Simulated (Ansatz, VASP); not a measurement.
**One calculation of C, two programs**

File INCAR:

```
PREC     = Accurate       # precision mode
ENCUT    = 600            # plane-wave cutoff, eV
EDIFF    = 1E-7           # SCF threshold, eV
ISMEAR   = -1             # smearing method
SIGMA    = 0.05           # smearing width, eV
LREAL    = False          # projectors in reciprocal space
LASPH    = True           # aspherical terms in the spheres
NELM     = 100            # most SCF steps
ALGO     = Normal         # electronic algorithm
ISIF     = 3              # what is computed and relaxed
LWAVE    = False          # write WAVECAR
LCHARG   = False          # write CHGCAR
GGA      = PE             # functional
IBRION   = 2              # ionic algorithm
NSW      = 100            # ionic steps
EDIFFG   = -0.005         # ionic threshold
```

File KPOINTS:

```
regular mesh
0
Gamma
  13 13 13
```

Contents of POSCAR:

```
C
1.0
    0.0000000000      2.2322827293      2.2322827293
    2.2322827293      0.0000000000      2.2322827293
    2.2322827293      2.2322827293      0.0000000000
C
2
Direct
    0.0000000000      0.0000000000      0.0000000000
    0.2500000000      0.2500000000      0.2500000000
```

Input for Ansatz:

```yaml
crystal:
  lattice:
    - [0.0, 2.2322827293, 2.2322827293]
    - [2.2322827293, 0.0, 2.2322827293]
    - [2.2322827293, 2.2322827293, 0.0]
  atoms:
    - { symbol: C, position: [0.0, 0.0, 0.0] }
    - { symbol: C, position: [0.25, 0.25, 0.25] }
kpoints:
  mp_grid: { grid: [13, 13, 13] }
scf:
  occupations: { method: fermi_dirac, width: 0.05 }
hamiltonian:
  xc: pbe
  pseudopotentials: { kind: paw, azcp: { folder: soft_1 } }
output:
  forces: true
  stress: true
relax:
  f_tol: 0.005
  max_steps: 80
  cell: {}
```

Alike in both runs: task relaxation of cell and atoms; functional PBE; k mesh 13 × 13 × 13; occupations fermi-dirac, width 0.05 eV; no spin polarisation.

|  | VASP | Ansatz |
| --- | --- | --- |
| version | VASP 6.6.1 | Ansatz 0.2.0 |
| potentials or method | VASP PAW PBE potentials, release 64 (C) | PAW with Ansatz's earlier generated frozen-core files (soft_1), scalar-relativistic |
| plane-wave cutoff (eV) | 600 | 420 |
| valence electrons in the cell | 8 | 8 |

|  | VASP | Ansatz | Ansatz less VASP |
| --- | --- | --- | --- |
| relaxed volume (Å³/atom) | 5.70 | 5.70 | -0.004 |
| relaxed cell length with the largest relative difference (Å) | 2.526 | 2.526 | -0.0005 |

Noted on VASP's run: the volume moved by over 15 % at a fixed basis, so the end points are rough.
